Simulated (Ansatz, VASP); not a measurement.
## ZnS: VASP beside Ansatz

Contents of INCAR:

```
SYSTEM = ZnS
PREC = Accurate
ENCUT = 520
EDIFF = 1E-6
ISMEAR = -1
SIGMA = 0.03
LREAL = .False.
LASPH = .True.
NELM = 60
ALGO = Normal
ISIF = 2
LWAVE = .False.
LCHARG = .False.
GGA = PE
NBANDS = 26
```

KPOINTS

```
Automatic mesh
0
Gamma
  8 8 5
  0 0 0
```

POSCAR

```
ZnS
1.0
    3.8109987816      0.0000000000      0.0000000000
   -1.9054993908      3.3004217586      0.0000000000
    0.0000000000      0.0000000000      6.3586800000
Zn S
2 2
Direct
    0.3333333333      0.6666666667      0.0000000000
    0.6666666667      0.3333333333      0.5000000000
    0.3333333333      0.6666666667      0.3850000000
    0.6666666667      0.3333333333      0.8850000000
```

Input for Ansatz:

```yaml
crystal:
  lattice:
    - [3.8109987816, 0.0, 0.0]
    - [-1.9054993908, 3.3004217586, 0.0]
    - [0.0, 0.0, 6.35868]
  atoms:
    - { symbol: Zn, position: [0.3333333333, 0.6666666667, 0.0] }
    - { symbol: Zn, position: [0.6666666667, 0.3333333333, 0.5] }
    - { symbol: S, position: [0.3333333333, 0.6666666667, 0.385] }
    - { symbol: S, position: [0.6666666667, 0.3333333333, 0.885] }
kpoints:
  mp_grid: { grid: [8, 8, 5] }
  band_path:
    path:
      - [0.0, 0.0, 0.0]
      - [0.5, 0.0, 0.0]
      - [0.3333333333, 0.3333333333, 0.0]
      - [0.0, 0.0, 0.0]
      - [0.0, 0.0, 0.5]
      - [0.5, 0.0, 0.5]
      - [0.3333333333, 0.3333333333, 0.5]
      - [0.0, 0.0, 0.5]
      - [0.5, 0.0, 0.5]
    npoints: 5
scf:
  occupations: { method: fermi_dirac, width: 0.03 }
hamiltonian:
  xc: pbe
  pseudopotentials: { kind: all_electron, lapw: { basis_error: 0.001 } }
output:
  forces: true
  stress: true
  eigenvalues: true
```

Change from the starting cell: zz strain of +2 %.

Alike in both runs: task single point; functional PBE; k mesh 8 × 8 × 5; occupations fermi-dirac, width 0.03 eV; no spin polarisation.

```csv
,VASP,Ansatz
version,VASP 6.6.1,Ansatz 0.2.0
potentials or method,"VASP PAW PBE potentials, release 64 (Zn, S), cutoff 520 eV","all-electron LAPW, scalar-relativistic"
```

VASP gave:

* gap on the k mesh at the Fermi level (eV): 2.14
* pressure (GPa): 1.2
* traceless stress, the component that is largest in VASP (GPa): -2.73
* rms of the force components (eV/Å): 0.219

Which values does Ansatz return?

gap on the k mesh at the Fermi level (eV): 2.14; pressure (GPa): 1.1; traceless stress, the component that is largest in VASP (GPa): -2.69; rms of the force components (eV/Å): 0.216.

Atom by atom the forces differ by 0.003 eV/Å (rms over components). Ansatz ran all-electron here, and VASP with PAW potentials.
